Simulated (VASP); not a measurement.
# BAs2 (R3m) in VASP: relaxation of cell and atoms with PBE

Aim: the relaxation of cell and atoms of BAs2 with PBE.

Program: VASP 6.6.1. These are calculated values, not measurements. Logs are shortened: lines on timing, memory, paths and dates and some standing lists are left out, and cuts for length are marked.

## (1) The cell of the first run

It takes space group R3m (No. 160, trigonal). The conventional cell has a = 3.212 Å, b = 3.212 Å, c = 17.720 Å, α = 90.00°, β = 90.00°, γ = 120.00°. B (site symmetry 3m) has 6 As at 2.25 Å within 3.0 Å. As (site symmetry 3m) has 3 B at 2.25 Å and 1 As at 2.54 Å within 3.0 Å. Within 3.0 Å of As (site symmetry 3m) lie 3 B at 2.25 Å and 1 As at 2.54 Å.

## (2) Relaxation of cell and atoms, PBE

File INCAR:

```
PREC = Accurate
ENCUT = 600
EDIFF = 1E-6
ISMEAR = 0
SIGMA = 0.1
LREAL = F
LASPH = T
NELM = 60
ALGO = Normal
ISIF = 3
LWAVE = F
LCHARG = F
GGA = PE
IBRION = 2
NSW = 100
EDIFFG = -0.01
```

File KPOINTS:

```
Automatic mesh
0
Gamma
  18 18 18
```

File POSCAR:

```
BAs2
1.0
    1.6060884117      0.9272755768      5.9065642249
   -1.6060884117      0.9272755768      5.9065642249
    0.0000000000     -1.8545511536      5.9065642249
B As
1 2
Direct
    0.9998564747      0.9998564747      0.9998564747
    0.2616952937      0.2616952937      0.2616952937
    0.4051482316      0.4051482316      0.4051482316
```

Potentials or basis: VASP PAW PBE potentials, release 64 (B, As).

Run with:

```console
$ cat potpaw_PBE.64/B/POTCAR potpaw_PBE.64/As/POTCAR > POTCAR
$ mpirun -np 1 vasp_std > vasp.out
```

OUTCAR:

```text
PREC = Accurate
   ENCUT = 600
   EDIFF = 1E-6
   ISMEAR = 0
   LREAL = F
   LASPH = T
   NELM = 60
   ISIF = 3
   GGA = PE
   IBRION = 2
   NSW = 100
   EDIFFG = -0.01

 ion  position               nearest neighbor table
   1  1.000  1.000  1.000-   2 2.25   2 2.25   2 2.25   3 2.25   3 2.25   3 2.25
   2  0.262  0.262  0.262-   1 2.25   1 2.25   1 2.25   3 2.54
   3  0.405  0.405  0.405-   1 2.25   1 2.25   1 2.25   2 2.54

  LATTYP: Found a trigonal (rhomboedric) cell.
 ALAT       =     6.1908691574
 COS(alpha) =     0.8653936209

  Lattice vectors:

 A1 = (   1.6060884117,   0.9272755768,   5.9065642249)
 A2 = (  -1.6060884117,   0.9272755768,   5.9065642249)
 A3 = (   0.0000000000,  -1.8545511536,   5.9065642249)

Analysis of symmetry for initial positions (statically):
=====================================================================
 Subroutine PRICEL returns:
 Original cell was already a primitive cell.

 Routine SETGRP: Setting up the symmetry group for a
 trigonal (rhombohedral) supercell.

 Subroutine GETGRP returns: Found  6 space group operations
 (whereof  6 operations were pure point group operations)
 out of a pool of 12 trial point group operations.

The static configuration has the point symmetry C_3v.

Analysis of symmetry for dynamics (positions and initial velocities):
=====================================================================
 Subroutine PRICEL returns:
 Original cell was already a primitive cell.

 Routine SETGRP: Setting up the symmetry group for a
 trigonal (rhombohedral) supercell.

 Subroutine GETGRP returns: Found  6 space group operations
 (whereof  6 operations were pure point group operations)
 out of a pool of 12 trial point group operations.

The dynamic configuration has the point symmetry C_3v.

 Subroutine INISYM returns: Found  6 space group operations
 (whereof  6 operations are pure point group operations),
 and found     1 'primitive' translations

----------------------------------------------------------------------------------------

                                     Primitive cell

  volume of cell :      52.7794

  direct lattice vectors                    reciprocal lattice vectors
     1.606088412  0.927275577  5.906564225     0.311315365  0.179738010  0.056434387
    -1.606088412  0.927275577  5.906564225    -0.311315365  0.179738010  0.056434387
     0.000000000 -1.854551154  5.906564225     0.000000000 -0.359476020  0.056434387

  length of vectors
     6.190869157  6.190869157  6.190869157     0.363878893  0.363878893  0.363878893

  position of ions in fractional coordinates (direct lattice)
     0.999856475  0.999856475  0.999856475
     0.261695294  0.261695294  0.261695294
     0.405148232  0.405148232  0.405148232

  ion indices of the primitive-cell ions
   primitive index   ion index
                 1           1
                 2           2
                 3           3

----------------------------------------------------------------------------------------

 KPOINTS: Automatic mesh

Automatic generation of k-mesh.
 Grid dimensions read from file:
 generate k-points for:   18   18   18

 Generating k-lattice:

  Cartesian coordinates                     Fractional coordinates (reciprocal lattice)
     0.017295298  0.009985445  0.003135244     0.055555556  0.000000000  0.000000000
    -0.017295298  0.009985445  0.003135244     0.000000000  0.055555556  0.000000000
     0.000000000 -0.019970890  0.003135244     0.000000000  0.000000000  0.055555556

  Length of vectors
     0.020215494  0.020215494  0.020215494

  Shift w.r.t. Gamma in fractional coordinates (k-lattice)
     0.000000000  0.000000000  0.000000000

 Subroutine IBZKPT returns following result:
 ===========================================

 Found    580 irreducible k-points:

 Following reciprocal coordinates:
            Coordinates               Weight
  0.000000  0.000000  0.000000      1.000000
  0.055556 -0.000000  0.000000      6.000000
  0.111111 -0.000000  0.000000      6.000000
  0.166667 -0.000000  0.000000      6.000000
  0.222222  0.000000  0.000000      6.000000
  0.277778 -0.000000  0.000000      6.000000
[... 16 lines left out ...]
 -0.277778  0.055556 -0.000000     12.000000
 -0.222222  0.055556 -0.000000     12.000000
 [... further k-points ...]
   k-points           NKPTS =    580   k-points in BZ     NKDIM =    580   number of bands    NBANDS=     10
   number of dos      NEDOS =    301   number of ions     NIONS =      3
   total plane-waves  NPLWV = 125000
   dimension x,y,z NGX =    50 NGY =   50 NGZ =   50
   dimension x,y,z NGXF=   100 NGYF=  100 NGZF=  100
   ions per type =               1   2
   NGX,Y,Z   is equivalent  to a cutoff of  13.43, 13.43, 13.43 a.u.
   NGXF,Y,Z  is equivalent  to a cutoff of  26.85, 26.85, 26.85 a.u.
 SYSTEM =  unknown system
   PREC   = accura    normal or accurate (medium, high low for compatibility)
   ISTART =      0    job   : 0-new  1-cont  2-samecut
   ICHARG =      2    charge: 1-file 2-atom 10-const
   ISPIN  =      1    spin polarized calculation?
   LNONCOLLINEAR =      F non collinear calculations
   LSORBIT =      F    spin-orbit coupling
   LASPH  =      T    aspherical Exc in radial PAW
   ENCUT  =  600.0 eV  44.10 Ry    6.64 a.u.  12.36 12.36 12.36*2*pi/ulx,y,z
   NELM   =     60;   NELMIN=  2; NELMDL= -5     # of ELM steps
   EDIFF  = 0.1E-05   stopping-criterion for ELM
   LREAL  =      F    real-space projection
   EDIFFG = -.1E-01   stopping-criterion for IOM
   NSW    =    100    number of steps for IOM
   IBRION =      2    ionic relax: 0-MD 1-quasi-New 2-CG
   NFREE  =      1    steps in history (QN), initial steepest desc. (CG)
   ISIF   =      3    stress and relaxation
   ISYM   =      2    0-nonsym 1-usesym 2-fastsym
   POTIM  = 0.5000    time-step for ionic-motion
   TEBEG  =    0.0;   TEEND  =   0.0 temperature during run
   PSTRESS=    0.0 pullay stress
   NELECT =      13.0000    total number of electrons
   NUPDOWN=      -1.0000    fix difference up-down
   EMIN   =  10.00;   EMAX   =-10.00  energy-range for DOS
   EFERMI =   0.00;   METHOD = LEGACY
   ISMEAR =     0;   SIGMA  =   0.10  broadening in eV -4-tet -1-fermi 0-gaus
   EFERMI_NEDOS =   21; number of points for ismear=-14 and -15
   IALGO  =     38    algorithm
   IMIX   =      4    mixing-type and parameters
     AMIX     =   0.40;   BMIX     =  1.00
     AMIX_MAG =   1.60;   BMIX_MAG =  1.00
  volume/ion in A,a.u.               =      17.59       118.72
  Fermi-wavevector in a.u.,A,eV,Ry     =   1.026206  1.939248 14.328273  1.053098
  Thomas-Fermi vector in A             =   2.160086
   LORBIT       =      0    0 simple, 1 ext, 2 COOP (PROOUT), +10 PAW based schemes
   GGA     = PE    functional components
   LHFCALC =     F    Hartree Fock is set to
   AEXX    =    0.0000 exact exchange contribution
   IVDW    =     0    specifies the selected vdW correction
   LEPSILON=     F    determine dielectric tensor
   LRPA    =     F    only Hartree local field effects (RPA)
 conjugate gradient relaxation of ions
 non-spin polarized calculation
 Gauss-broadening in eV      SIGMA  =   0.10
  energy-cutoff  :      600.00
  volume of cell :       52.78
 maximum number of plane-waves:      1785
 NGX is ok and might be reduce to    50
   NGX = 25   NGY = 25   NGZ = 25

--------------------------------------- Ionic step        1  -------------------------------------------

 number of electron      13.0000000 magnetization

 Free energy of the ion-electron system (eV)
  ---------------------------------------------------
  ext. energy  EPLUGINS =         0.00000000
  ---------------------------------------------------
  free energy    TOTEN  =       -14.43522108 eV

  energy without entropy =      -14.43214257  energy(sigma->0) =      -14.43368182

------------------------ aborting loop because EDIFF is reached ----------------------------------------

  FORCE on cell =-STRESS in cart. coord.  units (eV):
  Direction    XX          YY          ZZ          XY          YZ          ZX
  --------------------------------------------------------------------------------------
  -------------------------------------------------------------------------------------
  Total        0.3418676      0.3418676      0.1139639      0.0000000      0.0000000      0.0000000
  in kB       10.3777718     10.3777718      3.4595019      0.0000000      0.0000000      0.0000000
  external PRESSURE =       8.0716819 kB  Pullay stress =       0.0000000 kB
[... 92 lines left out ...]
  FREE ENERGIE OF THE ION-ELECTRON SYSTEM (eV)
  ---------------------------------------------------
  free  energy   TOTEN  =       -14.4366323156 eV

  energy  without entropy=      -14.4335241470  energy(sigma->0) =      -14.43507823

 E-fermi :   5.5496     XC(G=0):  -9.9965

 val. band max:        5.5468025976   @ k =  -0.4444   0.4444   0.1111
 cond. band min:       5.5533695902   @ k =   0.3889   0.3889   0.1667
 fundamental gap:      0.0065669926
 Fermi energy:         5.5495572659

 k-point     1 :       0.0000    0.0000    0.0000
  band No.  band energies     occupation
      1     -10.3723      2.00000
      2      -6.5727      2.00000
      3      -1.5700      2.00000
      4       4.6861      2.00000
      5       4.6861      2.00000
      6       6.0889      0.00000
      7       8.3124      0.00000
      8       8.7192      0.00000
      9       8.7192      0.00000
     10       9.3274      0.00000
[... 287 lines left out ...]
 k-point    24 :      -0.2222    0.0556   -0.0000
  band No.  band energies     occupation
      1      -9.3625      2.00000
      2      -5.5693      2.00000
      3      -0.6050      2.00000
      4       0.0725      2.00000
      5       2.9018      2.00000
      6       3.4676      2.00000
      7       6.9693      0.00000
      8       7.6290      0.00000
      9       7.8577      0.00000
     10      10.3998      0.00000

 [... further k-points ...]

[... ionic steps 4 to 12 ...]

--------------------------------------- Ionic step       13  -------------------------------------------

 number of electron      12.9999999 magnetization

------------------------ aborting loop because EDIFF is reached ----------------------------------------

  FORCE on cell =-STRESS in cart. coord.  units (eV):
  Direction    XX          YY          ZZ          XY          YZ          ZX
  --------------------------------------------------------------------------------------
  -------------------------------------------------------------------------------------
  Total       -0.0027055     -0.0027055      0.0547833      0.0000000      0.0000000      0.0000000
  in kB       -0.0827797     -0.0827797      1.6761868      0.0000000      0.0000000      0.0000000
  external PRESSURE =       0.5035424 kB  Pullay stress =       0.0000000 kB
[... 59 lines left out ...]
  energy  without entropy=      -14.4345542148  energy(sigma->0) =      -14.43617658

--------------------------------------- Ionic step       15  -------------------------------------------

 number of electron      12.9999999 magnetization

 Free energy of the ion-electron system (eV)
  ---------------------------------------------------
  ext. energy  EPLUGINS =         0.00000000
  ---------------------------------------------------
  free energy    TOTEN  =       -14.43781322 eV

  energy without entropy =      -14.43456307  energy(sigma->0) =      -14.43618815

 E-fermi :   5.5916     XC(G=0): -10.0191

 val. band max:        5.5899009826   @ k =  -0.4444   0.3889   0.3333
 cond. band min:       5.6004180138   @ k =   0.3889   0.3889   0.1667
 fundamental gap:      0.0105170312
 Fermi energy:         5.5915653130

 k-point     1 :       0.0000    0.0000    0.0000
  band No.  band energies     occupation
      1     -10.3519      2.00000
      2      -6.5380      2.00000
      3      -1.5555      2.00000
      4       4.7294      2.00000
      5       4.7294      2.00000
      6       6.1528      0.00000
      7       8.3768      0.00000
      8       8.7686      0.00000
      9       8.7686      0.00000
     10       9.3762      0.00000
[... 329 lines left out ...]
  FREE ENERGIE OF THE ION-ELECTRON SYSTEM (eV)
  ---------------------------------------------------
  free  energy   TOTEN  =       -14.4378132208 eV

  energy  without entropy=      -14.4345630700  energy(sigma->0) =      -14.43618815

 reached required accuracy - stopping structural energy minimisation
```

Run time: 60 min. Hardware: 1 thread of Intel Xeon Platinum 8559C (Emerald Rapids), shared host; peak memory 0.69 GiB.

Results:

- Free energy: -14.4378 eV
- Relaxed volume: 17.46 Å³/atom
- Relaxed cell: a = 6.093 Å, b = 6.093 Å, c = 6.093 Å, α = 30.73°, β = 30.73°, γ = 30.73°
- Space group after relaxing (to 0.1 Å): R3m (No. 160)
- Energy gained by relaxing: 0.9 meV/atom
- Ionic steps: 15
- Pressure after relaxing: 0.0 GPa
- Largest force after relaxing: 0.006 eV/Å
- Band gap on the k mesh: zero (an odd number of electrons rules out a gap without spin polarisation)

Forces on the atoms (eV/Å):
```
B    0.000  0.000  0.004
As   0.000  0.000 -0.006
As   0.000  0.000  0.002
```

The path:
```tsv
step	energy change (eV)	largest force (eV/Å)	pressure (GPa)	volume (Å³)
1	0.0000	0.0717	0.81	52.78
2	-0.0010	0.0880	-0.55	53.46
3	-0.0014	0.0325	-0.07	53.21
4	-0.0015	0.0650	-0.02	53.25
5	-0.0016	0.0267	-0.04	53.23
6	-0.0017	0.0247	-0.06	53.21
7	-0.0018	0.0187	-0.08	53.12
8	-0.0021	0.0069	-0.14	52.95
9	-0.0024	0.0140	-0.24	52.61
10	-0.0025	0.0038	-0.16	52.53
11	-0.0026	0.0228	0.01	52.38
12	-0.0026	0.0259	0.04	52.35
13	-0.0026	0.0243	0.05	52.36
14	-0.0026	0.0231	0.04	52.37
15	-0.0026	0.0064	-0.02	52.38
```

Final structure:
```xyz
3
Lattice="1.6145 0.9321 5.8011 -1.6145 0.9321 5.8011 0.0000 -1.8643 5.8011" Properties=species:S:1:pos:R:3 pbc="T T T"
B     0.0000    0.0000   17.3974
As    0.0000    0.0000    4.5312
As    0.0000    0.0000    7.0775
```

Caveat: an odd number of electrons without spin polarisation forces a metal; a magnetic or distorted state may lie lower.
